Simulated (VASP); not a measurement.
Runs of VASP 6.6.1 on GaN. The structure is cubic, space group F-43m (No. 216). The conventional cell has a = 4.498 Å, b = 4.498 Å, c = 4.498 Å, α = 90.00°, β = 90.00°, γ = 90.00°. Within 2.6 Å of Ga (site symmetry -43m) lie 4 N at 1.95 Å. Within 2.6 Å of N (site symmetry -43m) lie 4 Ga at 1.95 Å. 

```tsv
level	k mesh	smearing	grid for exact exchange (PRECFOCK)	share of exact exchange	screening parameter	gap on the mesh (eV)	pressure (GPa)
PBE	6 × 6 × 6	gaussian 0.001 eV	-	-	-	1.76	6.2
PBE	3 × 3 × 3	gaussian 0.01 eV	-	-	-	1.70	6.6
PBE	6 × 6 × 6	tetrahedron	-	-	-	1.76	6.2
r2SCAN	6 × 6 × 6	gaussian 0.01 eV	-	-	-	(a)	1.0
HSE06	4 × 4 × 4	gaussian 0.01 eV	Normal	0.25	0.2079 1/Å	(b)	-0.1
```

Alike in all rows: task single point; potentials or basis VASP PAW PBE potentials, release 64 (Ga_d, N); no spin polarisation; cell as given; cutoff (eV) 520.

**Question.** Estimate the missing entries.

**Answer.** (a) 2.16; (b) 3.06.

Caveats: some runs use coarse meshes; the cell stands under pressure (at least some runs); the PAW data sets were made with another functional, which shifts forces and pressure a little (at least some runs).

A k mesh can miss the band edges, and the runs leave out spin-orbit coupling on Ga.
